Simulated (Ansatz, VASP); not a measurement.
KCl: VASP beside Ansatz

Contents of INCAR:

```
PREC     = Accurate       # precision mode
ENCUT    = 520            # plane-wave cutoff, eV
EDIFF    = 1E-6           # SCF threshold, eV
ISMEAR   = 0              # smearing method
SIGMA    = 0.05           # smearing width, eV
LREAL    = False          # projectors in reciprocal space
LASPH    = True           # aspherical terms in the spheres
NELM     = 100            # most SCF steps
ALGO     = Normal         # electronic algorithm
ISIF     = 2              # what is computed and relaxed
LWAVE    = False          # write WAVECAR
LCHARG   = False          # write CHGCAR
GGA      = PS             # functional
NBANDS   = 24             # bands
```

File KPOINTS:

```
Automatic mesh
0
Gamma
  6 6 6
```

File POSCAR:

```
KCl
1.0
    0.0000000000     -3.1207041401     -3.1207041401
   -3.1207041401      0.0000000000     -3.1207041401
    3.1207041401      3.1207041401     -6.2414082803
K Cl
2 2
Direct
    0.4824398976      0.5226372024      0.5000000000
    0.0175601024      0.9773627976      0.0000000000
    0.7500000000      0.7500000000      0.7500000000
    0.2500000000      0.2500000000      0.2500000000
```

Input for Ansatz:

```yaml
crystal:
  lattice:
    - [0.0, -3.1207041401, -3.1207041401]
    - [-3.1207041401, 0.0, -3.1207041401]
    - [3.1207041401, 3.1207041401, -6.2414082803]
  atoms:
    - { symbol: K, position: [0.4824398976, 0.5226372024, 0.5] }
    - { symbol: K, position: [0.0175601024, 0.9773627976, 0.0] }
    - { symbol: Cl, position: [0.75, 0.75, 0.75] }
    - { symbol: Cl, position: [0.25, 0.25, 0.25] }
basis:
  ecutwfc: 420
kpoints:
  mp_grid: { grid: [6, 6, 6] }
hamiltonian:
  xc: pbesol
scf:
  occupations: { method: gaussian, width: 0.05 }
output:
  forces: true
  stress: true
  eigenvalues: true
```

Change from the starting cell: mode 4 frozen in at -0.091 Å and mode 9 at +0.000 Å (largest displacements).

Alike in both runs: task single point; functional PBEsol; k mesh 6 × 6 × 6; occupations gaussian, width 0.05 eV; no spin polarisation.

|  | VASP | Ansatz |
| --- | --- | --- |
| version | VASP 6.6.1 | Ansatz 0.2.0 |
| potentials or method | VASP PAW PBE potentials, release 64 (K_sv, Cl), cutoff 520 eV | scalar-relativistic, plane waves, PAW |
| valence electrons in the cell | 32 | 32 |

|  | VASP | Ansatz | Ansatz less VASP |
| --- | --- | --- | --- |
| gap on the k mesh at the Fermi level (eV) | 5.10 | 5.11 | +0.004 |
| least direct gap on the mesh (eV) | 5.10 | 5.11 | +0.004 |
| pressure (GPa) | 0.1 | 0.1 | -0.04 |
| traceless stress, the component that is largest in VASP (GPa) | -0.06 | -0.06 | +0.002 |
| rms of the force components (eV/Å) | 0.055 | 0.054 | -0.0012 |

VASP's potentials were made for PBE, not for PBEsol. Atom by atom the forces differ by 0.001 eV/Å (rms over components). The functional is the same, so the differences come from potentials, cutoffs and numerics.
